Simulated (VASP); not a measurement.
# BaTiO3 (Pm-3m) in VASP: single point with r2SCAN

Aim: the single point of BaTiO3 with r2SCAN.

All numbers are computed with VASP 6.6.1; they aren't measurements. Logs are shortened: lines on timing, memory, paths and dates and some standing lists are left out, and cuts for length are marked.

### Step 1. The cell of the first run

Symmetry: Pm-3m, No. 221, cubic system. The conventional cell has a = 3.987 Å, b = 3.987 Å, c = 3.987 Å, α = 90.00°, β = 90.00°, γ = 90.00°. Within 3.7 Å of Ba (site symmetry m-3m) lie 12 O at 2.82 Å and 8 Ti at 3.45 Å. Ti (site symmetry m-3m) has 6 O at 1.99 Å within 2.6 Å. O (site symmetry 4/mmm) has 2 Ti at 1.99 Å within 2.6 Å. Within 2.6 Å of O (site symmetry 4/mmm) lie 2 Ti at 1.99 Å.

### Step 2. Single point, r2SCAN

Input file POSCAR:

```
BaTiO3
1.0
   -3.9869973600     -3.9869973600      0.0000000000
   -3.9869973600      3.9869973600      0.0000000000
    0.0000000000      0.0000000000     -3.9869973600
Ba Ti O
2 2 6
Direct
    0.0000000000      0.0000000000      0.0000000000
    0.5000000000      0.5000000000      0.0000000000
    0.0000000000      0.5000000000      0.5000000000
    0.5000000000      0.0000000000      0.5000000000
    0.0000000000      0.5000000000      0.0000000000
    0.5000000000      0.0000000000      0.0000000000
    0.7500000000      0.2500000000      0.5000000000
    0.2500000000      0.7500000000      0.5000000000
    0.7500000000      0.7500000000      0.5000000000
    0.2500000000      0.2500000000      0.5000000000
```

Input file INCAR.step1:

```
ALGO = Normal
EDIFF = 1E-4
ENCUT = 520
GGA = PE
ISMEAR = -1
LASPH = True
LCHARG = False
LREAL = False
LWAVE = True
NBANDS = 51
NELM = 100
PREC = Accurate
SIGMA = 0.1
```

Input file INCAR.step2:

```
ALGO = Normal
EDIFF = 1E-6
ENCUT = 520
ISIF = 2
ISMEAR = -1
ISTART = 1
LASPH = True
LCHARG = False
LMIXTAU = True
LREAL = False
LWAVE = False
METAGGA = R2SCAN
NBANDS = 51
NELM = 100
PREC = Accurate
SIGMA = 0.1
```

Input file KPOINTS:

```
k-points
0
Gamma
  5 5 7
```

Potentials or basis: VASP PAW PBE potentials, release 64 (Ba_sv, Ti_sv, O).

Run with:

```
$ cat potpaw_PBE.64/Ba_sv/POTCAR potpaw_PBE.64/Ti_sv/POTCAR potpaw_PBE.64/O/POTCAR > POTCAR
$ cp INCAR.step1 INCAR
$ mpirun -np 1 vasp_std > vasp.out
$ cp INCAR.step2 INCAR
$ mpirun -np 1 vasp_std > vasp.out
```

OUTCAR:

```text
EDIFF = 1E-6
   ENCUT = 520
   ISIF = 2
   ISMEAR = -1
   ISTART = 1
   LASPH = True
   LREAL = False
   METAGGA = R2SCAN
   NELM = 100
   PREC = Accurate

 ion  position               nearest neighbor table
   1  0.000  0.000  0.000-   5 2.82   6 2.82   7 2.82   8 2.82   9 2.82  10 2.82   7 2.82   8 2.82
                             9 2.82  10 2.82   5 2.82   6 2.82   3 3.45   4 3.45   3 3.45   3 3.45
   2  0.500  0.500  0.000-   5 2.82   6 2.82   7 2.82   8 2.82   9 2.82  10 2.82   7 2.82   8 2.82
                             9 2.82  10 2.82   6 2.82   5 2.82   3 3.45   4 3.45   4 3.45   3 3.45
   3  0.000  0.500  0.500-   5 1.99   7 1.99   8 1.99   9 1.99  10 1.99   5 1.99   1 3.45   1 3.45
                             2 3.45   2 3.45   1 3.45   1 3.45   2 3.45   2 3.45
   4  0.500  0.000  0.500-   6 1.99   7 1.99   8 1.99   9 1.99  10 1.99   6 1.99   1 3.45   1 3.45
                             2 3.45   2 3.45   2 3.45   2 3.45   1 3.45   1 3.45
   5  0.000  0.500  0.000-   3 1.99   3 1.99   1 2.82   2 2.82   1 2.82   2 2.82
   6  0.500  0.000  0.000-   4 1.99   4 1.99   1 2.82   2 2.82   2 2.82   1 2.82
   7  0.750  0.250  0.500-   3 1.99   4 1.99   1 2.82   2 2.82   1 2.82   2 2.82
   8  0.250  0.750  0.500-   3 1.99   4 1.99   1 2.82   2 2.82   1 2.82   2 2.82
   9  0.750  0.750  0.500-   3 1.99   4 1.99   1 2.82   2 2.82   1 2.82   2 2.82
  10  0.250  0.250  0.500-   3 1.99   4 1.99   1 2.82   2 2.82   1 2.82   2 2.82

  LATTYP: Found a simple tetragonal cell.
 ALAT       =     5.6384657397
 C/A-ratio  =     0.7071067812

  Lattice vectors:

 A1 = (  -3.9869973600,  -3.9869973600,   0.0000000000)
 A2 = (  -3.9869973600,   3.9869973600,   0.0000000000)
 A3 = (   0.0000000000,   0.0000000000,  -3.9869973600)

Analysis of symmetry for initial positions (statically):
=====================================================================
 Subroutine PRICEL returns following result:

  LATTYP: Found a simple cubic cell.
 ALAT       =     3.9869973600

  Lattice vectors:

 A1 = (   0.0000000000,  -3.9869973600,   0.0000000000)
 A2 = (  -3.9869973600,   0.0000000000,   0.0000000000)
 A3 = (   0.0000000000,   0.0000000000,  -3.9869973600)

   2 primitive cells build up your supercell.

 Routine SETGRP: Setting up the symmetry group for a
 simple tetragonal supercell.

 Subroutine GETGRP returns: Found 16 space group operations
 (whereof 16 operations were pure point group operations)
 out of a pool of 16 trial point group operations.

The static configuration has the point symmetry D_4h.

Analysis of symmetry for dynamics (positions and initial velocities):
=====================================================================
 Subroutine PRICEL returns following result:

[... 136 lines left out ...]
   EMIN   =  10.00;   EMAX   =-10.00  energy-range for DOS
   EFERMI =   0.00;   METHOD = LEGACY
   ISMEAR =    -1;   SIGMA  =   0.10  broadening in eV -4-tet -1-fermi 0-gaus
   EFERMI_NEDOS =   21; number of points for ismear=-14 and -15
   IALGO  =     38    algorithm
   IMIX   =      4    mixing-type and parameters
     AMIX     =   0.40;   BMIX     =  1.00
     AMIX_MAG =   1.60;   BMIX_MAG =  1.00
  volume/ion in A,a.u.               =      12.68        85.54
  Fermi-wavevector in a.u.,A,eV,Ry     =   1.404264  2.653675 26.830124  1.971958
  Thomas-Fermi vector in A             =   2.526843
   LORBIT       =      0    0 simple, 1 ext, 2 COOP (PROOUT), +10 PAW based schemes
   METAGGA = R2SCAN    functional components
   LHFCALC =     F    Hartree Fock is set to
   AEXX    =    0.0000 exact exchange contribution
   IVDW    =     0    specifies the selected vdW correction
   LEPSILON=     F    determine dielectric tensor
   LRPA    =     F    only Hartree local field effects (RPA)
 non-spin polarized calculation
  energy-cutoff  :      520.00
  volume of cell :      126.76
 maximum number of plane-waves:      3435
 NGX is ok and might be reduce to    42
   NGX = 21   NGY = 21   NGZ = 15

 number of electron      79.9999954 magnetization

 Free energy of the ion-electron system (eV)
  ---------------------------------------------------
  ext. energy  EPLUGINS =         0.00000000
  ---------------------------------------------------
  free energy    TOTEN  =      -148.44926693 eV

  energy without entropy =     -148.44925566  energy(sigma->0) =     -148.44926129

 E-fermi :   4.7520     XC(G=0): -11.9860

 val. band max:        3.6179039087   @ k =   0.0000   0.0000   0.4286
 cond. band min:       5.7841250789   @ k =   0.0000   0.0000   0.0000
 fundamental gap:      2.1662211702
 Fermi energy:         4.7519530170

 k-point     1 :       0.0000    0.0000    0.0000
  band No.  band energies     occupation
      1     -55.2046      2.00000
      2     -55.2022      2.00000
      3     -30.4269      2.00000
      4     -30.4269      2.00000
      5     -30.3700      2.00000
      6     -30.3691      2.00000
[... 1285 lines left out ...]
     50      11.7539      0.00000
     51      12.1778      0.00000

------------------------ aborting loop because EDIFF is reached ----------------------------------------

  FORCE on cell =-STRESS in cart. coord.  units (eV):
  Direction    XX          YY          ZZ          XY          YZ          ZX
  --------------------------------------------------------------------------------------
  -------------------------------------------------------------------------------------
  Total        2.3551991      2.3551991      2.3400854      0.0000000      0.0000000      0.0000000
  in kB       29.7694194     29.7694194     29.5783839      0.0000000      0.0000000      0.0000000
  external PRESSURE =      29.7057409 kB  Pullay stress =       0.0000000 kB

 VOLUME and BASIS-vectors are now :
 -----------------------------------------------------------------------------
  energy-cutoff  :      520.00
  volume of cell :      126.76
      direct lattice vectors                 reciprocal lattice vectors
    -3.986997360 -3.986997360  0.000000000    -0.125407658 -0.125407658  0.000000000
    -3.986997360  3.986997360  0.000000000    -0.125407658  0.125407658  0.000000000
     0.000000000  0.000000000 -3.986997360     0.000000000  0.000000000 -0.250815315

 POSITION                                       TOTAL-FORCE (eV/Angst)
 -----------------------------------------------------------------------------------
      0.00000      0.00000      0.00000        -0.000000      0.000000      0.000000
     -3.98700      0.00000      0.00000         0.000000      0.000000      0.000000
     -1.99350      1.99350     -1.99350        -0.000000      0.000000     -0.000000
     -1.99350     -1.99350     -1.99350         0.000000      0.000000      0.000000
     -1.99350      1.99350      0.00000         0.000000     -0.000000      0.000000
     -1.99350     -1.99350      0.00000         0.000000      0.000000      0.000000
     -3.98700     -1.99350     -1.99350         0.000000      0.000000     -0.000000
     -3.98700      1.99350     -1.99350        -0.000000     -0.000000     -0.000000
     -5.98050      0.00000     -1.99350         0.000000     -0.000000     -0.000000
     -1.99350      0.00000     -1.99350         0.000000      0.000000     -0.000000
 -----------------------------------------------------------------------------------
    total drift:                               -0.000000      0.000000     -0.000000

  FREE ENERGIE OF THE ION-ELECTRON SYSTEM (eV)
  ---------------------------------------------------
  free  energy   TOTEN  =      -148.4492669262 eV

  energy  without entropy=     -148.4492556596  energy(sigma->0) =     -148.44926129
```

OUTCAR.step1:

```text
EDIFF = 1E-4
   ENCUT = 520
   GGA = PE
   ISMEAR = -1
   LASPH = True
   LREAL = False
[... 1559 lines left out ...]
     -3.98700      1.99350     -1.99350        -0.000000     -0.000000      0.000000
     -5.98050      0.00000     -1.99350         0.000000      0.000000      0.000000
     -1.99350      0.00000     -1.99350        -0.000000     -0.000000      0.000000
 -----------------------------------------------------------------------------------
    total drift:                               -0.000000      0.000000     -0.000000

  FREE ENERGIE OF THE ION-ELECTRON SYSTEM (eV)
  ---------------------------------------------------
  free  energy   TOTEN  =       -79.8861579536 eV

  energy  without entropy=      -79.8860875686  energy(sigma->0) =      -79.88612276
```

Wall time 5.9 min (1 thread of Intel Xeon Platinum 8488C (Sapphire Rapids), shared host); peak memory 0.32 GiB.

What came out:

| Quantity | Value |
| --- | --- |
| Free energy | -148.4493 eV |
| Pressure | 3.0 GPa |
| Band gap on the k mesh | 2.17 eV |

Caveat: the PAW data sets were made with another functional, which shifts forces and pressure a little; spin-orbit coupling is left out, which moves the levels of the heavy elements; an odd mesh through Γ misses points on the zone boundary, where band edges can lie.
